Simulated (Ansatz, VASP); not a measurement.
## Two plane-wave programs on Al3BiO

```xyz
5
Lattice="4.5032 0.0000 0.0000 0.0000 4.5032 0.0000 0.0000 0.0000 4.5032" Properties=species:S:1:pos:R:3 pbc="T T T"
Al    2.2516    0.0000    0.0000
Al    0.0000    2.2516    0.0000
Al    0.0000    0.0000    2.2516
Bi    2.2516    2.2516    2.2516
O     0.0000    0.0000    0.0000
```

Alike in both runs: task relaxation of cell and atoms; functional PBE; k mesh 8 × 8 × 8; occupations gaussian, width 0.1 eV; no spin polarisation.

|  | VASP | Ansatz |
| --- | --- | --- |
| version | VASP 6.6.1 | Ansatz 0.2.0 |
| potentials or method | VASP PAW PBE potentials, release 64 (Al, Bi_d, O), cutoff 600 eV | scalar-relativistic, plane waves, PAW |
| valence electrons in the cell | 30 | 30 |

|  | VASP | Ansatz | Ansatz less VASP |
| --- | --- | --- | --- |
| gap on the k mesh at the Fermi level, each at its own relaxed structure (eV) | none | none | - |
| relaxed volume (Å³/atom) | 18.26 | 18.30 | +0.031 |
| relaxed cell length with the largest relative difference (Å) | 4.503 | 4.506 | +0.0025 |

A gap of «none» marks a metal or a gap that the smearing closes.

Neither program's run includes spin-orbit coupling. Noted on VASP's run: the relaxation stopped at its first step, so nothing moved.
